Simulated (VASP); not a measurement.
Input of a VASP 6.6.1 run:

The input INCAR:

```
PREC = Accurate
ENCUT = 600
EDIFF = 1E-7
ISMEAR = -1
SIGMA = 0.05
LREAL = False
LASPH = True
NELM = 100
ALGO = Normal
ISIF = 3
LWAVE = False
LCHARG = False
GGA = PS
IVDW = 13
IBRION = 2
NSW = 60
EDIFFG = -0.01
```

The input KPOINTS:

```
regular mesh
0
Gamma
  7 7 7
```

The input POSCAR:

```
BaS
1.0
    0.0000000000      3.1937500000      3.1937500000
    3.1937500000      0.0000000000      3.1937500000
    3.1937500000      3.1937500000      0.0000000000
Ba S
1 1
Direct
    0.0000000000      0.0000000000      0.0000000000
    0.5000000000      0.5000000000      0.5000000000
```

Potentials or basis: VASP PAW PBE potentials, release 64 (Ba_sv, S).

Command:

```sh
$ cat potpaw_PBE.64/Ba_sv/POTCAR potpaw_PBE.64/S/POTCAR > POTCAR
$ mpirun -np 1 vasp_std > vasp.out
```

(1) Estimate the relaxed volume.

(2) Estimate the dispersion energy per atom.

(3) What does it give for the relaxed cell?

(4) Estimate the band gap on the k mesh.

Answers

(1) 31.68 Å³/atom.

(2) -0.146 eV.

(3) a = 4.475 Å, b = 4.475 Å, c = 4.475 Å, α = 60.00°, β = 60.00°, γ = 60.00°.

(4) 1.99 eV, indirect (least direct gap 2.13 eV).

Caveat: the PAW data sets were made with another functional, which shifts forces and pressure a little; spin-orbit coupling is left out, which moves the levels of the heavy elements.
